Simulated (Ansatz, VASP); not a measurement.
## Two plane-wave programs on Ga8Sb5P3

```
CELL_PARAMETERS angstrom
0.00000 5.85568 5.87046
5.85568 0.00000 5.87046
5.85568 5.85568 0.00000
ATOMIC_POSITIONS crystal
Ga 0.01270 0.01270 0.98892
Ga 0.01270 0.01270 0.48568
Ga 0.98892 0.48568 0.01270
Ga 0.00841 0.47667 0.50746
Ga 0.48568 0.98892 0.01270
Ga 0.47667 0.00841 0.50746
Ga 0.50746 0.50746 0.00841
Ga 0.50746 0.50746 0.47667
P 0.12500 0.12500 0.12500
P 0.12375 0.12375 0.62625
P 0.62625 0.62625 0.12375
Sb 0.12530 0.62470 0.12530
Sb 0.12530 0.62470 0.62470
Sb 0.62470 0.12530 0.12530
Sb 0.62470 0.12530 0.62470
Sb 0.62500 0.62500 0.62500
```

Alike in both runs: functional PBEsol; k mesh 4 × 4 × 4; occupations gaussian, width 0.01 eV; no spin polarisation.

Ansatz relaxed the structure, and its values are those at the end. VASP's run is a single point on that final structure, the one shown.

```csv
,VASP,Ansatz
version,VASP 6.6.1,Ansatz 0.2.0
potentials or method,"VASP PAW PBE potentials, release 64 (Ga_d, P, Sb)","scalar-relativistic, plane waves, PAW"
plane-wave cutoff (eV),520,420
valence electrons in the cell,144,194
```

```csv
,VASP,Ansatz,Ansatz less VASP
gap on the k mesh at the Fermi level (eV),none,none,-
pressure (GPa),0.1,0.0,-0.06
rms of the force components (eV/Å),0.005,0.000,-0.0049
```

VASP's potentials were made for PBE, not for PBEsol. A gap of «none» marks a metal or a gap that the smearing closes. VASP's potentials hold 144 valence electrons a cell and Ansatz's 194, so a difference there can come from the potentials and not from the codes.

Neither program's run includes spin-orbit coupling.
